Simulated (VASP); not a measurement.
# NaCl (I4/mmm) in VASP: G0W0 quasiparticle levels with PBE

Aim: the G0W0 quasiparticle levels of NaCl with PBE.

Everything below comes from runs of VASP 6.6.1. Logs are shortened: lines on timing, memory, paths and dates and some standing lists are left out, and cuts for length are marked.

### 1 The cell of the first run

Symmetry: I4/mmm, No. 139, tetragonal system. Conventional cell: a = 3.904 Å, b = 3.904 Å, c = 5.647 Å, α = 90.00°, β = 90.00°, γ = 90.00°. Na (site symmetry 4/mmm) has 6 Cl at 2.76 to 2.82 Å within 3.6 Å. Within 3.6 Å of Cl (site symmetry 4/mmm) lie 6 Na at 2.76 to 2.82 Å.

### 2 G0W0 quasiparticle levels, PBE

POSCAR

```
NaCl
1.0
    0.0000000000      2.7606583272      2.8237190504
    2.7606583272      0.0000000000      2.8237190504
    2.7606583272      2.7606583272      0.0000000000
Na Cl
1 1
Direct
    0.0000000000      0.0000000000      0.0000000000
    0.5000000000      0.5000000000      0.5000000000
```

INCAR.step1

```
ALGO = Normal
EDIFF = 1E-8
ENCUT = 500
GGA = PE
ISMEAR = 0
LASPH = T
LCHARG = F
LREAL = F
LWAVE = T
NELM = 60
PREC = Accurate
SIGMA = 0.01
```

INCAR.step2

```
ALGO = Exact
EDIFF = 1E-8
ENCUT = 500
GGA = PE
ISMEAR = 0
ISTART = 1
LASPH = T
LCHARG = F
LOPTICS = T
LREAL = F
LWAVE = T
NBANDS = 187
NELM = 1
PREC = Accurate
SIGMA = 0.01
```

INCAR.step3

```
ALGO = EVGW0
EDIFF = 1E-8
ENCUT = 500
ENCUTGW = 150.0
GGA = PE
ISMEAR = 0
ISTART = 1
LASPH = T
LCHARG = F
LREAL = F
LWAVE = F
NBANDS = 187
NBANDSGW = 16
NELMGW = 1
NOMEGA = 96
OMEGAMAX = 20
PREC = Accurate
PRECFOCK = Fast
SIGMA = 0.01
```

KPOINTS

```
k-points
0
Gamma
  4 4 4
```

Potentials or basis: VASP PAW PBE potentials, release 64 (Na_sv_GW, Cl_GW).

The run is started by

```sh
> cat potpaw_PBE.64/Na_sv_GW/POTCAR potpaw_PBE.64/Cl_GW/POTCAR > POTCAR
> cp INCAR.step1 INCAR
> mpirun -np 1 vasp_std > vasp.out
> cp INCAR.step2 INCAR
> mpirun -np 1 vasp_std > vasp.out
> cp INCAR.step3 INCAR
> mpirun -np 1 vasp_std > vasp.out
```

OUTCAR:

```text
EDIFF = 1E-8
   ENCUT = 500
   ENCUTGW = 150.0
   GGA = PE
   ISMEAR = 0
   ISTART = 1
   LASPH = T
   LREAL = F
   NELMGW = 1
   PREC = Accurate
   PRECFOCK = Fast

 ion  position               nearest neighbor table
   1  0.000  0.000  0.000-
   2  0.500  0.500  0.500-

  LATTYP: Found a body centered tetragonal cell.
 ALAT       =     3.9041604474
 C/A-ratio  =     1.4465179331

  Lattice vectors:

 A1 = (  -2.7606583272,   0.0000000000,   2.8237190504)
 A2 = (   2.7606583272,   0.0000000000,   2.8237190504)
 A3 = (   0.0000000000,   2.7606583272,  -2.8237190504)

Analysis of symmetry for initial positions (statically):
=====================================================================
 Subroutine PRICEL returns:
 Original cell was already a primitive cell.

 Routine SETGRP: Setting up the symmetry group for a
 body centered tetragonal supercell.

 Subroutine GETGRP returns: Found 16 space group operations
 (whereof 16 operations were pure point group operations)
 out of a pool of 16 trial point group operations.

The static configuration has the point symmetry D_4h.

Analysis of symmetry for dynamics (positions and initial velocities):
=====================================================================
 Subroutine PRICEL returns:
 Original cell was already a primitive cell.

 Routine SETGRP: Setting up the symmetry group for a
 body centered tetragonal supercell.

 Subroutine GETGRP returns: Found 16 space group operations
 (whereof 16 operations were pure point group operations)
 out of a pool of 16 trial point group operations.

The dynamic configuration has the point symmetry D_4h.

 Subroutine INISYM returns: Found 16 space group operations
 (whereof 16 operations are pure point group operations),
 and found     1 'primitive' translations

----------------------------------------------------------------------------------------

                                     Primitive cell

  volume of cell :      43.0404

  direct lattice vectors                    reciprocal lattice vectors
     0.000000000  2.760658327  2.823719050    -0.181116220  0.181116220  0.177071441
     2.760658327  0.000000000  2.823719050     0.181116220 -0.181116220  0.177071441
     2.760658327  2.760658327  0.000000000     0.181116220  0.181116220 -0.177071441

  length of vectors
     3.949002871  3.949002871  3.904160447     0.311384754  0.311384754  0.311384754

  position of ions in fractional coordinates (direct lattice)
     0.000000000  0.000000000  0.000000000
     0.500000000  0.500000000  0.500000000

  ion indices of the primitive-cell ions
   primitive index   ion index
                 1           1
                 2           2

----------------------------------------------------------------------------------------

 KPOINTS: k-points

Automatic generation of k-mesh.
 Grid dimensions read from file:
 generate k-points for:    4    4    4

 Generating k-lattice:

  Cartesian coordinates                     Fractional coordinates (reciprocal lattice)
    -0.045279055  0.045279055  0.044267860     0.250000000  0.000000000  0.000000000
     0.045279055 -0.045279055  0.044267860     0.000000000  0.250000000  0.000000000
     0.045279055  0.045279055 -0.044267860    -0.000000000 -0.000000000  0.250000000

  Length of vectors
     0.077846189  0.077846189  0.077846189

  Shift w.r.t. Gamma in fractional coordinates (k-lattice)
     0.000000000  0.000000000  0.000000000

 Subroutine IBZKPT returns following result:
 ===========================================

 Found     13 irreducible k-points:

 Following reciprocal coordinates:
            Coordinates               Weight
  0.000000  0.000000  0.000000      1.000000
  0.250000  0.000000  0.000000      8.000000
  0.500000  0.000000  0.000000      4.000000
  0.250000  0.250000  0.000000      2.000000
  0.500000  0.250000  0.000000      8.000000
 -0.250000  0.250000  0.000000      4.000000
  0.500000  0.500000  0.000000      1.000000
  0.250000  0.000000  0.250000      4.000000
  0.500000  0.000000  0.250000     16.000000
 -0.250000 -0.000000  0.250000      8.000000
 -0.250000  0.500000  0.250000      4.000000
  0.500000  0.000000  0.500000      2.000000
 -0.250000  0.250000  0.500000      2.000000
   k-points           NKPTS =     13   k-points in BZ     NKDIM =     64   number of bands    NBANDS=    187
   number of dos      NEDOS =    301   number of ions     NIONS =      2
   total plane-waves  NPLWV =  25200
   dimension x,y,z NGX =    30 NGY =   30 NGZ =   28
   dimension x,y,z NGXF=    60 NGYF=   60 NGZF=   56
   ions per type =               1   1
   NGX,Y,Z   is equivalent  to a cutoff of  12.63, 12.63, 11.92 a.u.
   NGXF,Y,Z  is equivalent  to a cutoff of  25.26, 25.26, 23.85 a.u.
 SYSTEM =  unknown system
   PREC   = accura    normal or accurate (medium, high low for compatibility)
   ISTART =      1    job   : 0-new  1-cont  2-samecut
   ICHARG =      0    charge: 1-file 2-atom 10-const
   ISPIN  =      1    spin polarized calculation?
   LNONCOLLINEAR =      F non collinear calculations
   LSORBIT =      F    spin-orbit coupling
   LASPH  =      T    aspherical Exc in radial PAW
   ENCUT  =  500.0 eV  36.75 Ry    6.06 a.u.   7.20  7.20  7.12*2*pi/ulx,y,z
   NELM   =     60;   NELMIN=  2; NELMDL=  0     # of ELM steps
   EDIFF  = 0.1E-07   stopping-criterion for ELM
   LREAL  =      F    real-space projection
   EDIFFG = 0.1E-06   stopping-criterion for IOM
   NSW    =      0    number of steps for IOM
   IBRION =     -1    ionic relax: 0-MD 1-quasi-New 2-CG
   NFREE  =      0    steps in history (QN), initial steepest desc. (CG)
   ISIF   =      0    stress and relaxation
   ISYM   =      3    0-nonsym 1-usesym 2-fastsym
   POTIM  = 0.5000    time-step for ionic-motion
   TEBEG  =    0.0;   TEEND  =   0.0 temperature during run
   PSTRESS=    0.0 pullay stress
   NELECT =      16.0000    total number of electrons
   NUPDOWN=      -1.0000    fix difference up-down
   EMIN   =  10.00;   EMAX   =-10.00  energy-range for DOS
   EFERMI =   0.00;   METHOD = LEGACY
   ISMEAR =     0;   SIGMA  =   0.01  broadening in eV -4-tet -1-fermi 0-gaus
   EFERMI_NEDOS =   21; number of points for ismear=-14 and -15
   IALGO  =     38    algorithm
   IMIX   =      4    mixing-type and parameters
     AMIX     =   0.40;   BMIX     =  1.00
     AMIX_MAG =   1.60;   BMIX_MAG =  1.00
  volume/ion in A,a.u.               =      21.52       145.23
  Fermi-wavevector in a.u.,A,eV,Ry     =   1.177125  2.224444 18.852547  1.385623
  Thomas-Fermi vector in A             =   2.313477
   LORBIT       =      0    0 simple, 1 ext, 2 COOP (PROOUT), +10 PAW based schemes
   GGA     = PE    functional components
   LHFCALC =     T    Hartree Fock is set to
   PRECFOCK=fast      Normal, Fast or Accurate (Low or Medium for compatibility)
   ENCUT4O =  -1.0   cutoff for four orbital integrals eV
   NKREDX  =     1    reduce k-point grid by
   NKREDY  =     1    reduce k-point grid by
   NKREDZ  =     1    reduce k-point grid by
   AEXX    =    1.0000 exact exchange contribution
   HFSCREEN=    0.0000 screening length (either q_TF or 0.3 A-1)
   HFSCREENC=   0.0000 screening length for correlation (either q_TF or 0.3 A-1)
   ENCUTFOCK=  -1.0 apply spherical cutoff to Coloumb kernel
   IVDW    =     0    specifies the selected vdW correction
   LEPSILON=     F    determine dielectric tensor
   LRPA    =     F    only Hartree local field effects (RPA)
   LRPAFORCE           =     F    calculate RPA forces
   ENCUTGW             = 150.0    cutoff for response function in eV
   ENCUTGWSOFT         = 120.0    soft cutoff for Coulomb kernel in GW response function in eV
   ENCUTLF             =  -1.0    cutoff for local field effects
   NELMGW              =     1    number of iterations in solving QP/BSE equation
   NELMHF              =     1    number of iterations in the inner HF iteration
   NKREDLFX            =     1    NKREDLFY  =   1   NKREDLFZ  =   1
 non-spin polarized calculation
 Gauss-broadening in eV      SIGMA  =   0.01
  energy-cutoff  :      500.00
  volume of cell :       43.04
 maximum number of plane-waves:      1106
 NGX is ok and might be reduce to    30
  NGX = 16; NGY = 16; NGZ = 16
   NGX = 15   NGY = 15   NGZ = 15
 maximum number of plane-waves:       190

 QP shifts <psi_nk| G(iteration)W_0 |psi_nk>: iteration 1
 for sc-GW calculations column KS-energies equals QP-energies in previous step
 and V_xc(KS)=  KS-energies - (<T + V_ion + V_H > + <T+V_H+V_ion>^1  + <V_x>^1)

 k-point   1 :       0.0000    0.0000    0.0000
  band No.  KS-energies  QP-energies   sigma(KS)   V_xc(KS)     V^pw_x(r,r')   Z            occupation Imag(sigma)

      1     -49.5034     -58.4959     -40.9768     -29.2753     -49.1364       0.7685       2.0000       0.2480
      2     -21.4419     -27.1742     -35.3890     -28.3184     -41.3553       0.8107       2.0000       0.0415
      3     -21.4392     -27.1641     -35.3864     -28.3177     -41.3632       0.8099       2.0000       0.0436
      4     -21.4392     -27.1641     -35.3864     -28.3177     -41.3632       0.8099       2.0000       0.0436
      5     -13.4511     -14.6811     -16.7964     -14.9517     -24.2427       0.6667       2.0000       1.2590
      6      -0.7016      -2.7097     -17.1048     -14.6018     -18.9738       0.8023       2.0000       0.0302
[... 8 lines left out ...]
     15      14.3735      14.6423      -5.0149      -5.3577      -0.9842       0.7840       0.0000      -0.1431
     16      16.4980      17.4954      -7.4276      -8.6892      -3.0925       0.7906       0.0000      -0.2360

 k-point   2 :       0.2500    0.0000    0.0000
  band No.  KS-energies  QP-energies   sigma(KS)   V_xc(KS)     V^pw_x(r,r')   Z            occupation Imag(sigma)

      1     -49.5029     -58.5042     -40.9777     -29.2765     -49.1376       0.7693       2.0000       0.2479
      2     -21.4580     -27.1598     -35.3077     -28.2484     -41.2869       0.8077       2.0000       0.0562
      3     -21.4426     -27.1687     -35.3828     -28.3134     -41.3524       0.8100       2.0000       0.0424
      4     -21.4402     -27.1610     -35.3808     -28.3151     -41.3570       0.8096       2.0000       0.0435
      5     -13.2679     -14.5125     -17.0441     -15.2047     -24.4359       0.6766       2.0000       1.2060
      6      -1.8622      -3.9930     -15.8106     -13.1178     -17.7682       0.7913       2.0000       0.0337
[... 8 lines left out ...]
     15      15.2849      16.1471      -6.6974      -7.7869      -2.4728       0.7914       0.0000      -0.1690
     16      18.4141      19.2414      -6.8822      -7.8875      -2.2975       0.8230       0.0000      -0.4677

 k-point   3 :       0.5000    0.0000    0.0000
  band No.  KS-energies  QP-energies   sigma(KS)   V_xc(KS)     V^pw_x(r,r')   Z            occupation Imag(sigma)

      1     -49.5023     -58.5186     -40.9782     -29.2778     -49.1383       0.7706       2.0000       0.2479
      2     -21.4756     -27.1609     -35.2279     -28.1809     -41.2133       0.8068       2.0000       0.0691
      3     -21.4440     -27.1642     -35.3778     -28.3093     -41.3465       0.8093       2.0000       0.0423
      4     -21.4409     -27.1581     -35.3771     -28.3125     -41.3529       0.8093       2.0000       0.0434
      5     -13.0726     -14.3454     -17.3112     -15.4860     -24.6520       0.6973       2.0000       1.1482
      6      -2.7444      -5.0023     -15.1978     -12.3210     -17.3316       0.7849       2.0000       0.0450
[... 174 lines left out ...]
      1     -49.5020     -58.5428     -40.9779     -29.2786     -49.1384       0.7728       2.0000       0.2475
      2     -21.4637     -27.1580     -35.3030     -28.2367     -41.2717       0.8058       2.0000       0.0461
      3     -21.4506     -27.1576     -35.3542     -28.2860     -41.3220       0.8074       2.0000       0.0432
      4     -21.4506     -27.1576     -35.3542     -28.2860     -41.3220       0.8074       2.0000       0.0432
      5     -13.0162     -14.2732     -17.2207     -15.4382     -24.5599       0.7052       2.0000       1.1406
      6      -2.4601      -4.7056     -15.6326     -12.7645     -17.7789       0.7830       2.0000       0.0416
[... 8 lines left out ...]
     15      15.8822      17.6243      -9.4456     -11.6580      -4.9493       0.7874       0.0000      -0.1468
     16      16.1791      17.9886      -9.6735     -11.9536      -5.0895       0.7936       0.0000      -0.1599

 k-point  13 :      -0.2500    0.2500    0.5000
  band No.  KS-energies  QP-energies   sigma(KS)   V_xc(KS)     V^pw_x(r,r')   Z            occupation Imag(sigma)

      1     -49.5020     -58.5459     -40.9783     -29.2786     -49.1387       0.7730       2.0000       0.2476
      2     -21.4568     -27.1536     -35.3276     -28.2601     -41.2985       0.8060       2.0000       0.0453
      3     -21.4568     -27.1536     -35.3276     -28.2601     -41.2985       0.8060       2.0000       0.0453
      4     -21.4530     -27.1602     -35.3406     -28.2772     -41.3088       0.8080       2.0000       0.0481
      5     -12.9997     -14.2431     -17.2713     -15.4875     -24.6088       0.6971       2.0000       1.1370
      6      -1.9825      -4.1662     -15.9697     -13.1977     -18.0253       0.7878       2.0000       0.0363
[... 8 lines left out ...]
     15      15.8604      17.3299      -8.5507     -10.3971      -4.0912       0.7959       0.0000      -0.1756
     16      16.2198      18.0478      -9.7486     -12.0524      -5.1463       0.7935       0.0000      -0.1626
```

Wall time 2.6 min (1 thread of Intel Xeon 6975P-C (Granite Rapids), shared host); peak memory 0.52 GiB.

What came out:

- Quasiparticle gap: 8.13 eV
- Least direct quasiparticle gap: 8.13 eV
- Band gap of the starting levels on the mesh: 5.27 eV
- Least direct gap of the starting levels on the mesh: 5.27 eV

Caveat: the k points lie up to 0.49 Å⁻¹ apart; bands, screening cutoff and mesh are small and nothing is extrapolated, so the quasiparticle values aren't converged.
